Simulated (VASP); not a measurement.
Wanted: the native input for a VASP 6.6.1 run.

| Item | Value |
| --- | --- |
| Task | single point |
| Functional | LDA |
| Potentials or basis | VASP PAW LDA potentials, release 64 (Ir) |
| Cutoff | 500 eV |
| k mesh | 10 × 10 × 10 |
| Occupations | fermi-dirac, width 0.05 eV |
| Spin | no spin polarisation |
| Dipole correction | no |
| Further INCAR settings | ALGO = Normal; EDIFF = 1e-06; NBANDS = 10 |

The structure of Ir lies in POSCAR:

```
Ir
1.0
    0.0000000000      1.9055973447      1.9055973447
    1.9055973447      0.0000000000      1.9055973447
    1.9055973447      1.9055973447      0.0000000000
Ir
1
Direct
    0.0000000000      0.0000000000      0.0000000000
```

These files were run (other wordings do the same):

INCAR

```
SYSTEM = Ir
PREC = Accurate
ENCUT = 500
EDIFF = 1E-6
ISMEAR = -1
SIGMA = 0.05
LREAL = .FALSE.
LASPH = .TRUE.
NELM = 120
ALGO = Normal
ISIF = 2
LWAVE = .FALSE.
LCHARG = .FALSE.
NBANDS = 10
GGA_COMPAT = .FALSE.
```

KPOINTS

```
regular mesh
0
G
  10 10 10
  0 0 0
```

Potentials or basis: VASP PAW LDA potentials, release 64 (Ir).

The run is started by

```sh
$ cat potpaw_LDA.64/Ir/POTCAR > POTCAR
$ mpirun -np 1 vasp_std > vasp.out
```

It gave:

```
Pressure : 2.6 GPa
```

Run time: 3.7 s on 1 thread of Intel(R) Xeon(R) Platinum 8559C (Emerald Rapids), on a shared host, peak memory 0.12 GiB.
